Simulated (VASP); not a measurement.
A run of VASP 6.6.1 is set up as follows.

File INCAR:

```
SYSTEM = Cu
ALGO = Normal ; EDIFF = 1E-7
ENCUT = 520 ; GGA = RP
ISIF = 2 ; ISMEAR = -1
LASPH = .True. ; LCHARG = .False.
LREAL = .False. ; LWAVE = .False.
NBANDS = 18 ; NELM = 80
PREC = Accurate ; SIGMA = 0.1
```

The input KPOINTS:

```
k-points
0
Gamma
  23 23 12
  0 0 0
```

Contents of POSCAR:

```
Cu
1.0
    2.5971812542      0.0000000000      0.0000000000
   -1.2985906271      2.2492249444      0.0000000000
    0.0000000000      0.0000000000      4.2518036126
Cu
2
Direct
    0.3333333333      0.6666666667      0.2500000000
    0.6666666667      0.3333333333      0.7500000000
```

Potentials or basis: VASP PAW PBE potentials, release 64 (Cu).

Run with:

```bash
$ cat potpaw_PBE.64/Cu/POTCAR > POTCAR
$ mpirun -np 1 vasp_std > vasp.out
```

(1) What does it give for the band gap on the k mesh?

(2) Estimate the pressure.

Answers

(1) zero (band 11 reaches 10.89 eV, above the bottom of band 12 at 5.25 eV).

(2) 0.4 GPa.

Caveat: the PAW data sets were made with another functional, which shifts forces and pressure a little.
